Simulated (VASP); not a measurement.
# S (P6_3/mmc) in VASP: further runs, part 2 of 3

VASP 6.6.1. Earlier steps stand in the parts before.

## 4. Single point, PBE (volume scaled by 0.5)

File INCAR:

```
PREC = Accurate ; ENCUT = 520
EDIFF = 1E-7 ; ISMEAR = -1
SIGMA = 0.1 ; LREAL = F
LASPH = T ; NELM = 80
ALGO = Normal ; ISIF = 2
LWAVE = F ; LCHARG = T
GGA = PE ; LELF = T
LVHAR = T ; NBANDS = 13
```

File KPOINTS:

```
Automatic mesh
0
Gamma
  15 15 8
```

File POSCAR:

```
S
1.0
    2.4575650278      0.0000000000      0.0000000000
   -1.2287825139      2.1283137455      0.0000000000
    0.0000000000      0.0000000000      3.2593299846
S
2
Direct
    0.3333333333      0.6666666667      0.2500000000
    0.6666666667      0.3333333333      0.7500000000
```

Potentials or basis: VASP PAW PBE potentials, release 64 (S).

The run is started by

```
$ cat potpaw_PBE.64/S/POTCAR > POTCAR
$ mpirun -np 1 vasp_std > vasp.out
```

OUTCAR:

```text
PREC = Accurate
   ENCUT = 520
   EDIFF = 1E-7
   ISMEAR = -1
   LREAL = F
   LASPH = T
   NELM = 80
   ISIF = 2
   GGA = PE

 ion  position               nearest neighbor table
   1  0.333  0.667  0.250-   2 2.16   2 2.16   2 2.16   2 2.16   2 2.16   2 2.16
   2  0.667  0.333  0.750-   1 2.16   1 2.16   1 2.16   1 2.16   1 2.16   1 2.16

  LATTYP: Found a hexagonal cell.
 ALAT       =     2.4575650278
 C/A-ratio  =     1.3262436386

  Lattice vectors:

 A1 = (   2.4575650278,   0.0000000000,   0.0000000000)
 A2 = (  -1.2287825139,   2.1283137455,   0.0000000000)
 A3 = (   0.0000000000,   0.0000000000,   3.2593299846)

Analysis of symmetry for initial positions (statically):
=====================================================================
 Subroutine PRICEL returns:
 Original cell was already a primitive cell.

 Routine SETGRP: Setting up the symmetry group for a
 hexagonal supercell.

 Subroutine GETGRP returns: Found 24 space group operations
 (whereof 12 operations were pure point group operations)
 out of a pool of 24 trial point group operations.

The static configuration has the point symmetry D_3d.
 The point group associated with its full space group is D_6h.

Analysis of symmetry for dynamics (positions and initial velocities):
=====================================================================
 Subroutine PRICEL returns:
 Original cell was already a primitive cell.

 Routine SETGRP: Setting up the symmetry group for a
 hexagonal supercell.

 Subroutine GETGRP returns: Found 24 space group operations
 (whereof 12 operations were pure point group operations)
 out of a pool of 24 trial point group operations.

The dynamic configuration has the point symmetry D_3d.
 The point group associated with its full space group is D_6h.

 Subroutine INISYM returns: Found 24 space group operations
 (whereof 12 operations are pure point group operations),
 and found     1 'primitive' translations

----------------------------------------------------------------------------------------

                                     Primitive cell

  volume of cell :      17.0478

  direct lattice vectors                    reciprocal lattice vectors
     2.457565028  0.000000000  0.000000000     0.406906832  0.234927769  0.000000000
    -1.228782514  2.128313745  0.000000000     0.000000000  0.469855538  0.000000000
     0.000000000  0.000000000  3.259329985     0.000000000  0.000000000  0.306811524

  length of vectors
     2.457565028  2.457565028  3.259329985     0.469855538  0.469855538  0.306811524

  position of ions in fractional coordinates (direct lattice)
     0.333333333  0.666666667  0.250000000
     0.666666667  0.333333333  0.750000000

  ion indices of the primitive-cell ions
   primitive index   ion index
                 1           1
                 2           2

----------------------------------------------------------------------------------------

 KPOINTS: Automatic mesh

Automatic generation of k-mesh.
 Grid dimensions read from file:
 generate k-points for:   15   15    8

 Generating k-lattice:

  Cartesian coordinates                     Fractional coordinates (reciprocal lattice)
     0.027127122  0.015661851  0.000000000     0.066666667  0.000000000  0.000000000
     0.000000000  0.031323703  0.000000000     0.000000000  0.066666667  0.000000000
     0.000000000  0.000000000  0.038351441     0.000000000  0.000000000  0.125000000

  Length of vectors
     0.031323703  0.031323703  0.038351441

  Shift w.r.t. Gamma in fractional coordinates (k-lattice)
     0.000000000  0.000000000  0.000000000

 Subroutine IBZKPT returns following result:
 ===========================================

 Found    135 irreducible k-points:

 Following reciprocal coordinates:
            Coordinates               Weight
  0.000000  0.000000  0.000000      1.000000
  0.066667  0.000000  0.000000      6.000000
  0.133333 -0.000000  0.000000      6.000000
  0.200000 -0.000000  0.000000      6.000000
  0.266667 -0.000000  0.000000      6.000000
  0.333333 -0.000000  0.000000      6.000000
[... 16 lines left out ...]
  0.333333  0.200000  0.000000     12.000000
  0.400000  0.200000  0.000000      6.000000
 [... further k-points ...]
   k-points           NKPTS =    135   k-points in BZ     NKDIM =    135   number of bands    NBANDS=     13
   number of dos      NEDOS =    301   number of ions     NIONS =      2
   total plane-waves  NPLWV =   7776
   dimension x,y,z NGX =    18 NGY =   18 NGZ =   24
   dimension x,y,z NGXF=    36 NGYF=   36 NGZF=   48
   ions per type =               2
   NGX,Y,Z   is equivalent  to a cutoff of  12.18, 12.18, 12.24 a.u.
   NGXF,Y,Z  is equivalent  to a cutoff of  24.35, 24.35, 24.48 a.u.
 SYSTEM =  unknown system
   PREC   = accura    normal or accurate (medium, high low for compatibility)
   ISTART =      0    job   : 0-new  1-cont  2-samecut
   ICHARG =      2    charge: 1-file 2-atom 10-const
   ISPIN  =      1    spin polarized calculation?
   LNONCOLLINEAR =      F non collinear calculations
   LSORBIT =      F    spin-orbit coupling
   LASPH  =      T    aspherical Exc in radial PAW
   ENCUT  =  520.0 eV  38.22 Ry    6.18 a.u.   4.57  4.57  6.06*2*pi/ulx,y,z
   NELM   =     80;   NELMIN=  2; NELMDL= -5     # of ELM steps
   EDIFF  = 0.1E-06   stopping-criterion for ELM
   LREAL  =      F    real-space projection
   EDIFFG = 0.1E-05   stopping-criterion for IOM
   NSW    =      0    number of steps for IOM
   IBRION =     -1    ionic relax: 0-MD 1-quasi-New 2-CG
   NFREE  =      0    steps in history (QN), initial steepest desc. (CG)
   ISIF   =      2    stress and relaxation
   ISYM   =      2    0-nonsym 1-usesym 2-fastsym
   POTIM  = 0.5000    time-step for ionic-motion
   TEBEG  =    0.0;   TEEND  =   0.0 temperature during run
   PSTRESS=    0.0 pullay stress
   NELECT =      12.0000    total number of electrons
   NUPDOWN=      -1.0000    fix difference up-down
   EMIN   =  10.00;   EMAX   =-10.00  energy-range for DOS
   EFERMI =   0.00;   METHOD = LEGACY
   ISMEAR =    -1;   SIGMA  =   0.10  broadening in eV -4-tet -1-fermi 0-gaus
   EFERMI_NEDOS =   21; number of points for ismear=-14 and -15
   IALGO  =     38    algorithm
   IMIX   =      4    mixing-type and parameters
     AMIX     =   0.40;   BMIX     =  1.00
     AMIX_MAG =   1.60;   BMIX_MAG =  1.00
  volume/ion in A,a.u.               =       8.52        57.52
  Fermi-wavevector in a.u.,A,eV,Ry     =   1.456282  2.751975 28.854667  2.120758
  Thomas-Fermi vector in A             =   2.573219
   LORBIT       =      0    0 simple, 1 ext, 2 COOP (PROOUT), +10 PAW based schemes
   GGA     = PE    functional components
   LHFCALC =     F    Hartree Fock is set to
   AEXX    =    0.0000 exact exchange contribution
   IVDW    =     0    specifies the selected vdW correction
   LEPSILON=     F    determine dielectric tensor
   LRPA    =     F    only Hartree local field effects (RPA)
 non-spin polarized calculation
  energy-cutoff  :      520.00
  volume of cell :       17.05
 maximum number of plane-waves:       474
   NGX =  9   NGY =  9   NGZ = 13

 number of electron      11.9999998 magnetization

 Free energy of the ion-electron system (eV)
  ---------------------------------------------------
  ext. energy  EPLUGINS =         0.00000000
  ---------------------------------------------------
  free energy    TOTEN  =        -1.29294534 eV

  energy without entropy =       -1.27759017  energy(sigma->0) =       -1.28526775

 E-fermi :  19.4978     XC(G=0): -14.2400

 val. band max:       19.4911934998   @ k =   0.2667   0.2000   0.0000
 cond. band min:      19.5122196521   @ k =   0.4667  -0.0000   0.0000
 fundamental gap:      0.0210261523
 Fermi energy:        19.4978427950

 k-point     1 :       0.0000    0.0000    0.0000
  band No.  band energies     occupation
      1      -6.2887      2.00000
      2       5.9827      2.00000
      3       7.4261      2.00000
      4      19.3830      1.51827
      5      19.3830      1.51827
      6      23.2334      0.00000
      7      23.2334      0.00000
      8      26.5087      0.00000
      9      30.2028      0.00000
     10      31.7075      0.00000
     11      31.9394      0.00000
     12      31.9394      0.00000
     13      32.7277      0.00000
[... 353 lines left out ...]
 k-point    24 :       0.4000    0.2000    0.0000
  band No.  band energies     occupation
      1       1.2465      2.00000
      2       3.0324      2.00000
      3       8.7390      2.00000
      4      12.5271      2.00000
      5      15.0014      2.00000
      6      15.2955      2.00000
      7      15.8310      2.00000
      8      20.7975      0.00000
      9      22.4882      0.00000
     10      26.5505      0.00000
     11      35.8098      0.00000
     12      36.7928      0.00000
     13      38.3867      0.00000

 [... further k-points ...]
[... 5 lines left out ...]
  --------------------------------------------------------------------------------------
  -------------------------------------------------------------------------------------
  Total       18.5227695     18.5227695     18.4997135     -0.0000000      0.0000000      0.0000000
  in kB     1740.7944962   1740.7944962   1738.6276573     -0.0000000      0.0000000      0.0000000
  external PRESSURE =    1740.0722166 kB  Pullay stress =       0.0000000 kB

 VOLUME and BASIS-vectors are now :
 -----------------------------------------------------------------------------
  energy-cutoff  :      520.00
  volume of cell :       17.05
      direct lattice vectors                 reciprocal lattice vectors
     2.457565028  0.000000000  0.000000000     0.406906832  0.234927769  0.000000000
    -1.228782514  2.128313745  0.000000000     0.000000000  0.469855538  0.000000000
     0.000000000  0.000000000  3.259329985     0.000000000  0.000000000  0.306811524

 POSITION                                       TOTAL-FORCE (eV/Angst)
 -----------------------------------------------------------------------------------
     -0.00000      1.41888      0.81483        -0.000000     -0.000000      0.000000
      1.22878      0.70944      2.44450         0.000000      0.000000      0.000000
 -----------------------------------------------------------------------------------
    total drift:                                0.000000     -0.000000      0.000000

  FREE ENERGIE OF THE ION-ELECTRON SYSTEM (eV)
  ---------------------------------------------------
  free  energy   TOTEN  =        -1.2929453380 eV

  energy  without entropy=       -1.2775901684  energy(sigma->0) =       -1.28526775
```

OSZICAR:

```text
N       E                     dE             d eps       ncg     rms          rms(c)
DAV:   1     0.445160329874E+02    0.44516E+02   -0.62424E+03  3547   0.877E+02
DAV:   2     0.149007330140E+00   -0.44367E+02   -0.41834E+02  4683   0.162E+02
DAV:   3    -0.129490659008E+01   -0.14439E+01   -0.14313E+01  4622   0.274E+01
DAV:   4    -0.130036099428E+01   -0.54544E-02   -0.54536E-02  4157   0.198E+00
DAV:   5    -0.130038796712E+01   -0.26973E-04   -0.26971E-04  4677   0.123E-01    0.403E+01
DAV:   6    -0.129361989859E+01    0.67681E-02   -0.50645E-03  4307   0.488E-01    0.242E+01
DAV:   7    -0.129299607303E+01    0.62383E-03   -0.99366E-03  4353   0.714E-01    0.931E-02
DAV:   8    -0.129295754699E+01    0.38526E-04   -0.63837E-04  4255   0.195E-01    0.593E-02
DAV:   9    -0.129294386465E+01    0.13682E-04   -0.56509E-05  4428   0.526E-02    0.148E-02
DAV:  10    -0.129294504323E+01   -0.11786E-05   -0.27757E-06  4320   0.140E-02    0.112E-02
DAV:  11    -0.129294530257E+01   -0.25933E-06   -0.25828E-07  4241   0.448E-03    0.995E-03
DAV:  12    -0.129294533800E+01   -0.35432E-07   -0.45148E-09  2295   0.517E-04
   1 F= -.12929453E+01 E0= -.12852678E+01  d E =-.153552E-01
```

stdout:

```text
POSCAR found type information on POSCAR S
 POSCAR found :  1 types and       2 ions
 scaLAPACK will be used
 LDA part: xc-table for (Slater+PW92), standard interpolation
 POSCAR, INCAR and KPOINTS ok, starting setup
 FFT: planning ... GRIDC
 FFT: planning ... GRID_SOFT
 FFT: planning ... GRID
 WAVECAR not read
 entering main loop
```

Wall time 8.4 s (1 thread of Intel Xeon 6975P-C (Granite Rapids), shared host); peak memory 0.13 GiB.

Results:

```yaml
Free_energy: -1.2929 eV
Pressure: 174.0 GPa
Band_gap_on_the_k_mesh: zero (band 6 reaches 23.34 eV, above the bottom of band 7 at 15.11 eV)
```

[end of part 2 of 3]
